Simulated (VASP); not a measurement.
# Sc3Cu2 (P-3m1) in VASP: a series of runs, part 2 of 2

VASP 6.6.1.

### Step 4. Relaxation of cell and atoms, PBE

Input file INCAR:

```
PREC = Accurate
ENCUT = 600
EDIFF = 1E-7
ISMEAR = 0
SIGMA = 0.1
LREAL = False
LASPH = True
NELM = 60
ALGO = Fast
ISIF = 3
LWAVE = False
LCHARG = False
GGA = PE
IBRION = 2
NSW = 90
EDIFFG = -0.04
```

Input file KPOINTS:

```
regular mesh
0
Gamma
  6 6 4
```

Input file POSCAR:

```
Sc3Cu2
1.0
    4.2906580300      0.0000000000      0.0000000000
   -2.1453290100      3.7158188500      0.0000000000
    0.0000000000      0.0000000000      5.2687852700
Sc Cu
3 2
Direct
    0.0000000000      0.0000000000      0.0000000000
    0.3333333300      0.6666666700      0.6449289300
    0.6666666700      0.3333333300      0.3550710700
    0.3333333300      0.6666666700      0.1568725000
    0.6666666700      0.3333333300      0.8431275000
```

Potentials or basis: VASP PAW PBE potentials, release 64 (Sc_sv, Cu).

Run with:

```bash
> cat potpaw_PBE.64/Sc_sv/POTCAR potpaw_PBE.64/Cu/POTCAR > POTCAR
> mpirun -np 1 vasp_std > vasp.out
```

OUTCAR:

```text
PREC = Accurate
   ENCUT = 600
   EDIFF = 1E-7
   ISMEAR = 0
   LREAL = False
   LASPH = True
   NELM = 60
   ISIF = 3
   GGA = PE
   IBRION = 2
   NSW = 90
   EDIFFG = -0.04

 ion  position               nearest neighbor table
   1  0.000  0.000  0.000-   4 2.61   5 2.61   4 2.61   5 2.61   5 2.61   4 2.61   2 3.10   3 3.10
                             2 3.10   3 3.10   2 3.10   3 3.10
   2  0.333  0.667  0.645-   4 2.57   5 2.69   5 2.69   5 2.69   4 2.70   3 2.91   3 2.91   3 2.91
                             1 3.10   1 3.10   1 3.10
   3  0.667  0.333  0.355-   5 2.57   4 2.69   4 2.69   4 2.69   5 2.70   2 2.91   2 2.91   2 2.91
                             1 3.10   1 3.10   1 3.10
   4  0.333  0.667  0.157-   2 2.57   1 2.61   1 2.61   1 2.61   3 2.69   3 2.69   3 2.69   2 2.70

[... 201 lines left out ...]
  -------------------------------------------------------------------------------------
  Total        8.9227466      8.9227465      9.6708581      0.0000000      0.0000000     -0.0000000
  in kB      170.1845790    170.1845788    184.4533977      0.0000002      0.0000000     -0.0000000
  external PRESSURE =     174.9408518 kB  Pullay stress =       0.0000000 kB
[... 299 lines left out ...]
--------------------------------------- Ionic step        9  -------------------------------------------

 number of electron      55.0000027 magnetization

 Free energy of the ion-electron system (eV)
  ---------------------------------------------------
  ext. energy  EPLUGINS =         0.00000000
  ---------------------------------------------------
  free energy    TOTEN  =       -26.66946086 eV

  energy without entropy =      -26.64370775  energy(sigma->0) =      -26.65658430

 E-fermi :   4.5439     XC(G=0): -10.4149

 val. band max:        4.4993661720   @ k =   0.3333   0.3333   0.0000
 cond. band min:       4.5489546533   @ k =   0.1667   0.1667   0.0000
 fundamental gap:      0.0495884813
 Fermi energy:         4.5438551780

 k-point     1 :       0.0000    0.0000    0.0000
  band No.  band energies     occupation
      1     -45.3561      2.00000
      2     -45.3116      2.00000
      3     -45.1123      2.00000
      4     -24.0338      2.00000
      5     -24.0338      2.00000
      6     -23.9702      2.00000
[... 885 lines left out ...]
  FREE ENERGIE OF THE ION-ELECTRON SYSTEM (eV)
  ---------------------------------------------------
  free  energy   TOTEN  =       -26.6694608610 eV

  energy  without entropy=      -26.6437077451  energy(sigma->0) =      -26.65658430

 reached required accuracy - stopping structural energy minimisation
```

OSZICAR:

```text
N       E                     dE             d eps       ncg     rms          rms(c)
DAV:   1     0.857013631290E+03    0.85701E+03   -0.26410E+04  1584   0.240E+03
DAV:   2     0.545274480999E+02   -0.80249E+03   -0.79443E+03  1984   0.755E+02
DAV:   3    -0.248414248189E+02   -0.79369E+02   -0.77731E+02  2241   0.309E+02
[... 152 lines left out ...]
RMM:   9    -0.266694591973E+02   -0.83254E-07   -0.26024E-05  1884   0.403E-02    0.306E-03
RMM:  10    -0.266694606297E+02   -0.14325E-05   -0.17034E-05  1928   0.206E-02    0.218E-03
RMM:  11    -0.266694607898E+02   -0.16004E-06   -0.33792E-06  1627   0.106E-02    0.117E-03
RMM:  12    -0.266694608007E+02   -0.10937E-07   -0.13175E-06  1303   0.661E-03    0.300E-04
RMM:  13    -0.266694608610E+02   -0.60277E-07   -0.47387E-07  1086   0.497E-03
   9 F= -.26669461E+02 E0= -.26656584E+02  d E =-.928405E-03
```

Wall time 6.2 min (1 thread of Intel Xeon 6975P-C (Granite Rapids), shared host); peak memory 0.27 GiB.

Results:

```
Free energy                           : -26.6695 eV
Relaxed volume                        : 20.00 Å³/atom
Relaxed cell                          : a = 4.534 Å, b = 4.534 Å, c = 5.616 Å, α = 90.00°, β = 90.00°, γ = 120.00°
Space group after relaxing (to 0.1 Å) : P-3m1 (No. 164)
Energy gained by relaxing             : 159.5 meV/atom
Ionic steps                           : 9
Pressure after relaxing               : -0.1 GPa
Largest force after relaxing          : 0.035 eV/Å
Band gap on the k mesh                : zero (an odd number of electrons rules out a gap without spin polarisation)
```

Forces on the atoms (eV/Å):
```
Sc   0.000  0.000  0.000
Sc   0.000  0.000 -0.015
Sc   0.000  0.000  0.015
Cu   0.000  0.000 -0.035
Cu   0.000  0.000  0.035
```

Step by step:
```csv
step,energy change (eV),largest force (eV/Å),pressure (GPa),volume (Å³)
1,0.0000,0.5677,17.49,84.00
2,-0.6065,0.4892,-5.27,108.33
3,-0.7565,0.4419,-0.11,99.63
4,-0.7758,0.3094,-0.04,99.64
5,-0.7949,0.0510,0.24,99.67
6,-0.7951,0.0610,0.20,99.67
7,-0.7963,0.0504,-0.17,100.16
8,-0.7964,0.0481,-0.24,100.27
9,-0.7973,0.0345,-0.05,100.00
```

Final structure:
```xyz
5
Lattice="4.5343 0.0000 0.0000 -2.2672 3.9268 0.0000 0.0000 0.0000 5.6164" Properties=species:S:1:pos:R:3 pbc="T T T"
Sc    4.5343    0.0000    0.0000
Sc    0.0000    2.6179    3.6986
Sc    2.2672    1.3089    1.9177
Cu    0.0000    2.6179    0.8138
Cu    2.2672    1.3089    4.8025
```

Caveat: the volume moved by over 15 % at a fixed basis, so the end points are rough.

### Step 5. Single point, PBE

This run uses another cell than the first one, of 19.90 Å³/atom.

Input file INCAR:

```
SYSTEM = Sc3Cu2
  ALGO = Fast
  EDIFF = 1E-6
  ENCUT = 520
  GGA = PE
  ISIF = 2
  ISMEAR = 0
  LASPH = .True.
  LCHARG = .True.
  LELF = .True.
  LREAL = .False.
  LVHAR = .True.
  LWAVE = .False.
  NBANDS = 36
  NELM = 100
  PREC = Accurate
  SIGMA = 0.1
```

Input file KPOINTS:

```
k-points
0
Gamma
  12 12 8
  0 0 0
```

Input file POSCAR:

```
Sc3Cu2
1.0
    4.5327430651      0.0000000000      0.0000000000
   -2.2663715326      3.9254706432      0.0000000000
    0.0000000000      0.0000000000      5.5913430308
Sc Cu
3 2
Direct
    0.0000000000      0.0000000000      0.0000000000
    0.3333333333      0.6666666667      0.6576975965
    0.6666666667      0.3333333333      0.3423024035
    0.3333333333      0.6666666667      0.1432664822
    0.6666666667      0.3333333333      0.8567335178
```

Run with:

```bash
> cat potpaw_PBE.64/Sc_sv/POTCAR potpaw_PBE.64/Cu/POTCAR > POTCAR
> mpirun -np 1 vasp_std > vasp.out
```

It took 4.4 min on 1 thread of Intel Xeon 6975P-C (Granite Rapids), shared host; peak memory 0.51 GiB.

Results (log left out):

```
Free energy            : -26.6699 eV
Pressure               : 0.3 GPa
Largest force          : 0.014 eV/Å
Band gap on the k mesh : zero (an odd number of electrons rules out a gap without spin polarisation)
```

Forces in eV/Å, atoms in the order of the input:
```
Sc   0.000  0.000  0.000
Sc   0.000  0.000 -0.014
Sc   0.000  0.000  0.014
Cu   0.000  0.000  0.010
Cu   0.000  0.000 -0.010
```

Levels at points of the mesh, in eV from the Fermi level:
| k point | band 26 | band 27 | band 28 | band 29 | band 30 | band 31 |
| --- | --- | --- | --- | --- | --- | --- |
| (0.00, 0.00, 0.00) | -0.57 | -0.57 | 0.29 | 0.29 | 0.36 | 0.36 |
| (0.50, 0.00, 0.00) | -0.14 | 0.24 | 0.38 | 0.55 | 0.65 | 0.82 |
| (0.00, 0.00, 0.50) | -1.11 | -1.04 | 0.23 | 0.23 | 0.77 | 0.77 |
| (0.50, 0.00, 0.50) | -1.24 | -0.17 | -0.13 | 0.28 | 0.40 | 0.94 |

### Step 6. Single point, PBE, collinear spin

This run uses another cell than the first one, of 19.87 Å³/atom.

Input file INCAR:

```
PREC = Accurate
ENCUT = 520
EDIFF = 1E-7
ISMEAR = 0
SIGMA = 0.1
LREAL = False
LASPH = True
NELM = 150
ALGO = Fast
ISIF = 2
LWAVE = False
LCHARG = False
ISPIN = 2
MAGMOM = 1 1 1 0 0
LORBIT = 11
LMAXMIX = 4
GGA = PE
NBANDS = 40
```

Input file KPOINTS:

```
Automatic mesh
0
Gamma
  6 6 4
```

Input file POSCAR:

```
Sc3Cu2
1.0
    4.5225298152      0.0000000000      0.0000000000
   -2.2612649076      3.9166257093      0.0000000000
    0.0000000000      0.0000000000      5.6085931537
Sc Cu
3 2
Direct
    0.0000000000      0.0000000000      0.0000000000
    0.3333333333      0.6666666667      0.6580157154
    0.6666666667      0.3333333333      0.3419842846
    0.3333333333      0.6666666667      0.1419839609
    0.6666666667      0.3333333333      0.8580160391
```

Potentials or basis: VASP PAW PBE potentials, release 64 (Sc_sv, Cu).

Run with:

```bash
> cat potpaw_PBE.64/Sc_sv/POTCAR potpaw_PBE.64/Cu/POTCAR > POTCAR
> mpirun -np 1 vasp_std > vasp.out
```

It took 2 min on 1 thread of Intel Xeon 6975P-C (Granite Rapids), shared host; peak memory 0.35 GiB.

It converged, with:

- Free energy: -26.6714 eV
- Pressure: 0.4 GPa
- Largest force: 0.024 eV/Å
- Net moment: 0.00 μB per cell
- Valence electrons inside the program's atomic spheres: Sc 9.42, 9.35 (each value once); Cu 10.01

Forces in eV/Å, atoms in the order of the input:
```
Sc   0.000  0.000  0.000
Sc   0.000  0.000 -0.024
Sc   0.000  0.000  0.024
Cu   0.000  0.000  0.020
Cu   0.000  0.000 -0.020
```

Levels at points of the mesh, in eV from the Fermi level:
Spin up:
| k point | band 25 | band 26 | band 27 | band 28 | band 29 | band 30 |
| --- | --- | --- | --- | --- | --- | --- |
| (0.00, 0.00, 0.00) | -1.90 | -0.59 | -0.59 | 0.27 | 0.27 | 0.36 |
| (0.50, 0.00, 0.00) | -1.60 | -0.17 | 0.22 | 0.36 | 0.54 | 0.64 |
| (0.00, 0.00, 0.50) | -1.11 | -1.11 | -1.07 | 0.22 | 0.22 | 0.76 |
| (0.50, 0.00, 0.50) | -2.60 | -1.24 | -0.18 | -0.13 | 0.27 | 0.39 |
Spin down:
| k point | band 25 | band 26 | band 27 | band 28 | band 29 | band 30 |
| --- | --- | --- | --- | --- | --- | --- |
| (0.00, 0.00, 0.00) | -1.90 | -0.59 | -0.59 | 0.27 | 0.27 | 0.36 |
| (0.50, 0.00, 0.00) | -1.60 | -0.17 | 0.22 | 0.36 | 0.54 | 0.64 |
| (0.00, 0.00, 0.50) | -1.11 | -1.11 | -1.07 | 0.22 | 0.22 | 0.76 |
| (0.50, 0.00, 0.50) | -2.60 | -1.24 | -0.18 | -0.13 | 0.27 | 0.39 |

### Step 7. Overview

| task | spin | cell | k mesh | cutoff (eV) | gap on the mesh (eV) | pressure (GPa) | largest force (eV/Å) |
| --- | --- | --- | --- | --- | --- | --- | --- |
| single point | off | a = 4.291, b = 4.291, c = 5.269 Å, angles 90.0, 90.0, 120.0°, 5 atoms, atomic positions A | 6 × 6 × 4 | 520 | none | 17.4 | 0.57 |
| single point | off | a = 4.523, b = 4.523, c = 5.609 Å, angles 90.0, 90.0, 120.0°, 5 atoms, atomic positions B | 6 × 6 × 4 | 520 | none | 0.4 | 0.02 |
| relaxation of cell and atoms | off | relaxed from a = 4.291, b = 4.291, c = 5.269 Å, angles 90.0, 90.0, 120.0°, 5 atoms, atomic positions A | 6 × 6 × 4 | 600 | none | -0.1 | 0.03 |
| single point | off | a = 4.533, b = 4.533, c = 5.591 Å, angles 90.0, 90.0, 120.0°, 5 atoms, atomic positions C | 12 × 12 × 8 | 520 | none | 0.3 | 0.01 |
| single point | collinear | a = 4.523, b = 4.523, c = 5.609 Å, angles 90.0, 90.0, 120.0°, 5 atoms, atomic positions B | 6 × 6 × 4 | 520 | none | 0.4 | 0.02 |

Alike in all rows: level PBE; potentials or basis VASP PAW PBE potentials, release 64 (Sc_sv, Cu); smearing gaussian 0.1 eV.

Caveats: the cell stands under pressure (at least some runs); the volume moved by over 15 % at a fixed basis, so the end points are rough (at least some runs).

Total energies depend on the potentials used, so only differences within one code and one set of settings carry meaning.
